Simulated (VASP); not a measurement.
Wanted: the native input for a VASP 6.6.1 run.

```
Task                   : single point
Functional             : PBEsol
Potentials or basis    : VASP PAW PBE potentials, release 64 (O, Mg, Ca_sv)
Cutoff                 : 520 eV
k mesh                 : 1 × 1 × 1, shifted
Occupations            : fermi-dirac, width 0.05 eV
Spin                   : no spin polarisation
Dipole correction      : no
Further INCAR settings : LREAL = Auto; ALGO = Normal; EDIFF = 1e-07; NBANDS = 238; ISYM = 0
```

The structure of Ca9Mg7O16 lies in POSCAR:

```
Ca9Mg7O16
1.0
    9.1143922465      0.0000000000      0.0000000000
    0.0000000000      9.1143922465      0.0000000000
    0.0000000000      0.0000000000      9.1143922465
O Mg Ca
32 14 18
Direct
    0.2522510000      0.0000150000      0.0161370000
    0.2496760000      0.0026790000      0.4838150000
    0.2597720000      0.4994700000      0.0167600000
    0.2506310000      0.4967140000      0.4847950000
    0.7462690000      0.0009740000      0.0151320000
    0.7491260000      0.0101050000      0.4832290000
    0.7385410000      0.4980530000      0.0155520000
    0.7477010000      0.4888820000      0.4843890000
    0.9995710000      0.2392550000      0.9832050000
    0.0024130000      0.2484030000      0.5151600000
    0.0009800000      0.7604850000      0.9844080000
    0.0101640000      0.7513280000      0.5155680000
    0.4990220000      0.2467240000      0.9838130000
    0.4964520000      0.2493510000      0.5161370000
    0.4980570000      0.7527100000      0.9848200000
    0.4889380000      0.7498990000      0.5167310000
    0.9992780000      0.0000630000      0.2352740000
    0.9996020000      0.9996670000      0.7620960000
    0.9988980000      0.4996670000      0.2471860000
    0.9993600000      0.5000840000      0.7527770000
    0.4993380000      0.9999090000      0.2355400000
    0.4991130000      0.9996230000      0.7644150000
    0.4993660000      0.4994250000      0.2378580000
    0.4989650000      0.4997110000      0.7646850000
    0.2495390000      0.2498280000      0.2644190000
    0.2493030000      0.2495060000      0.7355360000
    0.2497140000      0.7496980000      0.2646820000
    0.2492530000      0.7499730000      0.7378580000
    0.7490630000      0.2497910000      0.2620980000
    0.7494200000      0.2493200000      0.7352790000
    0.7493210000      0.7495160000      0.2527780000
    0.7495960000      0.7497120000      0.7471820000
    0.0000250000      0.0000130000      0.9997670000
    0.4989750000      0.0000820000      0.9999790000
    0.4990160000      0.4990610000      0.0001910000
    0.2497190000      0.2492590000      0.4999770000
    0.2496970000      0.7502350000      0.5001950000
    0.7486990000      0.2493230000      0.4997660000
    0.2503600000      0.0006630000      0.2499790000
    0.2532390000      0.4988310000      0.2529770000
    0.7485320000      0.0034690000      0.2469790000
    0.7453260000      0.4955420000      0.2499790000
    0.0001200000      0.2457980000      0.7469780000
    0.0034380000      0.7537330000      0.7499790000
    0.4982940000      0.2487170000      0.7499810000
    0.4955160000      0.7505420000      0.7529780000
    0.0012970000      0.0015750000      0.4993170000
    0.9994220000      0.4995990000      0.9999790000
    0.0012450000      0.4977740000      0.4999850000
    0.4975290000      0.0014900000      0.4999740000
    0.4974540000      0.4977240000      0.5006400000
    0.2511820000      0.2478500000      0.9999760000
    0.2512760000      0.7516130000      0.0006260000
    0.7474180000      0.2477540000      0.9993340000
    0.7474520000      0.7515810000      0.9999820000
    0.7492740000      0.7497600000      0.4999800000
    0.2497000000      0.0000650000      0.7499660000
    0.2508680000      0.4994370000      0.7469870000
    0.7490590000      0.0012320000      0.7530000000
    0.7474170000      0.4977820000      0.7499600000
    0.9996010000      0.2481480000      0.2529780000
    0.0012570000      0.7516110000      0.2499970000
    0.4989770000      0.2493230000      0.2499780000
    0.4978060000      0.7499570000      0.2469650000
```

One way to write it, as run:

INCAR

```
ALGO     = Normal         # electronic algorithm
EDIFF    = 1E-7           # SCF threshold, eV
ENCUT    = 520            # plane-wave cutoff, eV
GGA      = PS             # functional
ISIF     = 2              # what is computed and relaxed
ISMEAR   = -1             # smearing method
ISYM     = 0            
LASPH    = True           # aspherical terms in the spheres
LCHARG   = False          # write CHGCAR
LREAL    = Auto         
LWAVE    = False          # write WAVECAR
NBANDS   = 238            # bands
NELM     = 80             # most SCF steps
PREC     = Accurate       # precision mode
SIGMA    = 0.05           # smearing width, eV
```

KPOINTS

```
Automatic mesh
0
Gamma
  1 1 1
  0.25 0.25 0.25
```

Potentials or basis: VASP PAW PBE potentials, release 64 (O, Mg, Ca_sv).

Run with:

```console
$ cat potpaw_PBE.64/O/POTCAR potpaw_PBE.64/Mg/POTCAR potpaw_PBE.64/Ca_sv/POTCAR > POTCAR
$ mpirun -np 1 vasp_std > vasp.out
```

It gave:

| Quantity | Value |
| --- | --- |
| Pressure | 0.3 GPa |
| Largest force | 0.060 eV/Å |
| Band gap on the k mesh | 5.06 eV |

Caveat: the PAW data sets were made with another functional, which shifts forces and pressure a little; a shifted mesh leaves out Γ, where band edges can lie.

Run time: 42 min on 1 thread of Intel(R) Xeon(R) Platinum 8375C CPU @ 2.90GHz (Ice Lake), with other jobs on the host, peak memory 0.96 GiB.
